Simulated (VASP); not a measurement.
# PtSe2 (Sudovikovite) (P-3m1) in VASP: a series of runs, part 2 of 2

VASP 6.6.1. Earlier steps stand in the parts before.

## Step 5: Single point, PBEsol+U

This run uses another cell than the first one, of 20.27 Å³/atom, 0.980 times its volume.

File INCAR:

```
SYSTEM = PtSe2
PREC = Accurate
ENCUT = 520
EDIFF = 1E-6
ISMEAR = -1
SIGMA = 0.05
LREAL = .False.
LASPH = .True.
NELM = 150
ALGO = Normal
ISIF = 2
LWAVE = .False.
LCHARG = .True.
LMAXMIX = 4
LDAU = .True.
LDAUTYPE = 2
LDAUL = 2 -1
LDAUU = 8 0
LDAUJ = 0 0
LDAUPRINT = 1
GGA = PS
LELF = .True.
LVHAR = .True.
NBANDS = 18
```

File KPOINTS:

```
Automatic mesh
0
Gamma
  8 8 5
  0 0 0
```

File POSCAR:

```
PtSe2
1.0
    3.7240000000      0.0000000000      0.0000000000
   -1.8620000000      3.2250786037      0.0000000000
    0.0000000000      0.0000000000      5.0620000000
Pt Se
1 2
Direct
    0.0000000000      0.0000000000      0.0000000000
    0.6666666667      0.3333333333      0.7500000000
    0.3333333333      0.6666666667      0.2500000000
```

Potentials or basis: VASP PAW PBE potentials, release 64 (Pt, Se).

On the command line:

```console
$ cat potpaw_PBE.64/Pt/POTCAR potpaw_PBE.64/Se/POTCAR > POTCAR
$ mpirun -np 1 vasp_std > vasp.out
```

OUTCAR:

```text
SYSTEM = PtSe2
   PREC = Accurate
   ENCUT = 520
   EDIFF = 1E-6
   ISMEAR = -1
   LREAL = .False.
   LASPH = .True.
   NELM = 150
   ISIF = 2
   GGA = PS

 ion  position               nearest neighbor table
   1  0.000  0.000  0.000-   2 2.49   3 2.49   2 2.49   3 2.49   2 2.49   3 2.49
   2  0.667  0.333  0.750-   1 2.49   1 2.49   1 2.49
   3  0.333  0.667  0.250-   1 2.49   1 2.49   1 2.49

  LATTYP: Found a hexagonal cell.
 ALAT       =     3.7240000000
 C/A-ratio  =     1.3592910849

  Lattice vectors:

 A1 = (   3.7240000000,   0.0000000000,   0.0000000000)
 A2 = (  -1.8620000000,   3.2250786037,   0.0000000000)
 A3 = (   0.0000000000,   0.0000000000,   5.0620000000)

Analysis of symmetry for initial positions (statically):
=====================================================================
 Subroutine PRICEL returns:
 Original cell was already a primitive cell.

 Routine SETGRP: Setting up the symmetry group for a
 hexagonal supercell.
[... 201 lines left out ...]
  free energy    TOTEN  =       -11.05551641 eV

  energy without entropy =      -11.04744295  energy(sigma->0) =      -11.05147968

 E-fermi :   5.9222     XC(G=0): -10.7662

 val. band max:        5.8804160385   @ k =   0.3750   0.2500   0.0000
 cond. band min:       5.9254477616   @ k =  -0.1250   0.3750   0.2000
 fundamental gap:      0.0450317230
 Fermi energy:         5.9222122399

 k-point     1 :       0.0000    0.0000    0.0000
  band No.  band energies     occupation
      1      -9.4501      2.00000
      2      -6.6844      2.00000
      3      -2.0291      2.00000
      4      -1.3834      2.00000
      5      -1.3834      2.00000
      6       0.1048      2.00000
[... 481 lines left out ...]
      5      -0.4399      2.00000
      6       0.0434      2.00000
[... 10 lines left out ...]
     17      14.3925      0.00000
     18      15.3321      0.00000

 [... further k-points ...]

------------------------ aborting loop because EDIFF is reached ----------------------------------------

  FORCE on cell =-STRESS in cart. coord.  units (eV):
  Direction    XX          YY          ZZ          XY          YZ          ZX
  --------------------------------------------------------------------------------------
  -------------------------------------------------------------------------------------
  Total       -1.7326349     -1.7326349     -1.3868002      0.0000000      0.0000000      0.0000000
  in kB      -45.6610100    -45.6610100    -36.5470537      0.0000000      0.0000000      0.0000000
  external PRESSURE =     -42.6230246 kB  Pullay stress =       0.0000000 kB

 VOLUME and BASIS-vectors are now :
 -----------------------------------------------------------------------------
  energy-cutoff  :      520.00
  volume of cell :       60.80
      direct lattice vectors                 reciprocal lattice vectors
     3.724000000  0.000000000  0.000000000     0.268528464  0.155034981  0.000000000
    -1.862000000  3.225078604  0.000000000     0.000000000  0.310069962  0.000000000
     0.000000000  0.000000000  5.062000000     0.000000000  0.000000000  0.197550375

 POSITION                                       TOTAL-FORCE (eV/Angst)
 -----------------------------------------------------------------------------------
      0.00000      0.00000      0.00000        -0.000000      0.000000      0.000000
      1.86200      1.07503      3.79650         0.000000     -0.000000      0.183355
     -0.00000      2.15005      1.26550         0.000000      0.000000     -0.183355
 -----------------------------------------------------------------------------------
    total drift:                               -0.000000     -0.000000     -0.000000

  FREE ENERGIE OF THE ION-ELECTRON SYSTEM (eV)
  ---------------------------------------------------
  free  energy   TOTEN  =       -11.0555164120 eV

  energy  without entropy=      -11.0474429486  energy(sigma->0) =      -11.05147968
```

Run time: 25 s. Hardware: 1 thread of AMD EPYC 9R45 (Zen 5), shared host; peak memory 0.17 GiB.

Results:

```yaml
Free_energy: -11.0555 eV
Pressure: -4.3 GPa
Largest_force: 0.183 eV/Å
Band_gap_on_the_k_mesh: zero (band 11 reaches 6.60 eV, above the bottom of band 12 at 5.88 eV)
```

Forces in eV/Å, atoms in the order of the input:
```
Pt   0.000  0.000  0.000
Se   0.000  0.000  0.183
Se   0.000  0.000 -0.183
```

Stress tensor (GPa, compression positive):
```
-4.57  0.00  0.00
 0.00 -4.57  0.00
 0.00  0.00 -3.65
```

Levels at points of the mesh, in eV from the Fermi level:
```csv
k point,band 9,band 10,band 11,band 12,band 13,band 14
"(0.00, 0.00, 0.00)",-0.69,-0.69,0.68,1.35,1.35,3.96
"(0.50, 0.00, 0.00)",-3.46,-3.44,-3.16,0.51,2.31,4.74
```

Eigenvalues of the final occupation matrices:
| site | spin | trace | eigenvalues |
| --- | --- | --- | --- |
| site 1 d | 1 | 4.46 | 0.77 0.77 0.97 0.97 0.97 |
| site 1 d | 2 | 4.46 | 0.77 0.77 0.97 0.97 0.97 |

Caveat: the PAW data sets were made with another functional, which shifts forces and pressure a little; spin-orbit coupling is left out, which moves the levels of the heavy elements; U without spin polarisation on a metal has little footing.

## Step 6: The runs side by side

```tsv
level	U	cell	gap on the mesh (eV)	pressure (GPa)	largest force (eV/Å)
PBE+D3(BJ)	-	a = 3.749, b = 3.749, c = 5.096 Å, angles 90.0, 90.0, 120.0°, 3 atoms	none	0.8	0.38
PBEsol+U	Pt d U = 4.0 eV	a = 3.724, b = 3.724, c = 5.062 Å, angles 90.0, 90.0, 120.0°, 3 atoms	none	-0.3	0.16
PBEsol+U	Pt d U = 6.0 eV	a = 3.724, b = 3.724, c = 5.062 Å, angles 90.0, 90.0, 120.0°, 3 atoms	none	-2.1	0.02
PBEsol+U	Pt d U = 8.0 eV	a = 3.724, b = 3.724, c = 5.062 Å, angles 90.0, 90.0, 120.0°, 3 atoms	none	-4.3	0.18
```

Alike in all rows: task single point; potentials or basis VASP PAW PBE potentials, release 64 (Pt, Se); no spin polarisation; k mesh 8 × 8 × 5; cutoff (eV) 520; smearing fermi-dirac 0.05 eV.

Caveats: spin-orbit coupling is left out, which moves the levels of the heavy elements; the PAW data sets were made with another functional, which shifts forces and pressure a little (some runs); U without spin polarisation on a metal has little footing (some runs); pairwise dispersion overbinds metals, which lowers pressure and volume (some runs).

Total energies depend on the potentials used, so only differences within one code and one set of settings carry meaning.
